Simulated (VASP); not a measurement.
Set up this calculation in VASP 6.6.1, as the native input.

```yaml
Task: single point
Functional: PBE
Potentials_or_basis: VASP PAW PBE potentials, release 64 (Cd, P, C)
Cutoff: 520 eV
k_mesh: 6 × 6 × 4
Occupations: fermi-dirac, width 0.02 eV
Spin: no spin polarisation
Dipole_correction: no
Further_INCAR_settings: ALGO = Normal; EDIFF = 1e-06; NBANDS = 21
```

The structure of CdP2C lies in POSCAR:

```
CdP2C
1.0
    3.2819517837      0.0000000000      0.0000000000
    0.0000000000      3.2819517837      0.0000000000
    0.0000000000      0.0000000000      6.1236370934
Cd P C
1 2 1
Direct
    0.0000000000      0.0000000000      0.0000000000
    0.0000000000      0.5000000000      0.3295789830
    0.5000000000      0.0000000000      0.6704210170
    0.5000000000      0.5000000000      0.5000000000
```

One way to write it, as run:

INCAR

```
SYSTEM = CdP2C
PREC     = Accurate       ! precision mode
ENCUT    = 520            ! plane-wave cutoff, eV
EDIFF    = 1E-6           ! SCF threshold, eV
ISMEAR   = -1             ! smearing method
SIGMA    = 0.02           ! smearing width, eV
LREAL    = .FALSE.        ! projectors in reciprocal space
LASPH    = .TRUE.         ! aspherical terms in the spheres
NELM     = 60             ! most SCF steps
ALGO     = Normal         ! electronic algorithm
ISIF     = 2              ! what is computed and relaxed
LWAVE    = .FALSE.        ! write WAVECAR
LCHARG   = .TRUE.         ! write CHGCAR
GGA      = PE             ! functional
LELF     = .TRUE.         ! ELF
LVHAR    = .TRUE.       
NBANDS   = 21             ! bands
```

KPOINTS

```
regular mesh
0
G
  6 6 4
  0 0 0
```

Potentials or basis: VASP PAW PBE potentials, release 64 (Cd, P, C).

Launch:

```sh
$ cat potpaw_PBE.64/Cd/POTCAR potpaw_PBE.64/P/POTCAR potpaw_PBE.64/C/POTCAR > POTCAR
$ mpirun -np 1 vasp_std > vasp.out
```

It gave:

| Item | Value |
| --- | --- |
| Pressure | 0.3 GPa |
| Largest force | 0.006 eV/Å |
| Band gap on the k mesh | zero (band 13 reaches 6.55 eV, above the bottom of band 14 at 6.02 eV) |

Run time: 15 s on 1 thread of Intel(R) Xeon(R) 6975P-C (Granite Rapids), on a shared host, peak memory 0.19 GiB.
